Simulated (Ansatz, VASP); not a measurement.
## MgS in VASP and in Ansatz

```
CELL_PARAMETERS angstrom
4.00754 0.00000 0.00000
-2.00377 3.47064 0.00000
0.00000 0.00000 6.38912
ATOMIC_POSITIONS crystal
Mg 0.66667 0.33333 0.49575
Mg 0.33333 0.66667 0.99575
S 0.33333 0.66667 0.37924
S 0.66667 0.33333 0.87924
```

Alike in both runs: task single point; functional PBEsol; k mesh 5 × 5 × 3; occupations methfessel-paxton of order 1, width 0.01 eV; no spin polarisation.

|  | VASP | Ansatz |
| --- | --- | --- |
| version | VASP 6.6.1 | Ansatz 0.2.0 |
| potentials or method | VASP PAW PBE potentials, release 64 (Mg, S), cutoff 520 eV | plane waves, PAW |
| valence electrons in the cell | 16 | 32 |

```tsv
	VASP	Ansatz	Ansatz less VASP
pressure (GPa)	0.8	0.9	+0.09
traceless stress, the component that is largest in VASP (GPa)	-0.30	-0.30	-0.005
```

VASP's potentials were made for PBE, not for PBEsol. VASP's potentials hold 16 valence electrons a cell and Ansatz's 32, so a difference there can come from the potentials and not from the codes. Ansatz's warnings: stress scf threshold loose, structure snapped to symmetry.
